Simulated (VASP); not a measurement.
Runs of VASP 6.6.1 on InO. The structure is that of space group P-6m2 (No. 187), or close to it. The cells are those of the table. 

```csv
cell,gap on the mesh (eV),largest force (eV/Å)
"a = 3.344, b = 3.344, c = 16.248 Å, angles 90.0, 90.0, 120.0°, 4 atoms",(a),0.70
"a = 3.601, b = 3.601, c = 15.456 Å, angles 90.0, 90.0, 120.0°, 4 atoms",0.38,0.93
"a = 3.258, b = 3.258, c = 15.852 Å, angles 90.0, 90.0, 120.0°, 4 atoms",0.35,1.27
"a = 3.601, b = 3.601, c = 15.059 Å, angles 90.0, 90.0, 120.0°, 4 atoms",0.38,1.25
"a = 3.516, b = 3.516, c = 15.456 Å, angles 90.0, 90.0, 120.0°, 4 atoms",0.50,0.61
"a = 3.344, b = 3.344, c = 16.645 Å, angles 90.0, 90.0, 120.0°, 4 atoms",0.17,(b)
"a = 3.516, b = 3.516, c = 15.852 Å, angles 90.0, 90.0, 120.0°, 4 atoms",0.43,0.38
"a = 3.430, b = 3.430, c = 16.248 Å, angles 90.0, 90.0, 120.0°, 4 atoms",0.33,0.17
```

Alike in all rows: task single point; level PBE+D3(BJ); potentials or basis VASP PAW PBE potentials, release 64 (In_d, O); no spin polarisation; k mesh 12 × 12 × 2; cutoff (eV) 520; smearing gaussian 0.05 eV.

Q: Estimate the missing entries.

A: (a) 0.29; (b) 0.76.

Caveats: spin-orbit coupling is left out, which moves the levels of the heavy elements.

A k mesh can miss the band edges, and the runs leave out spin-orbit coupling on In.
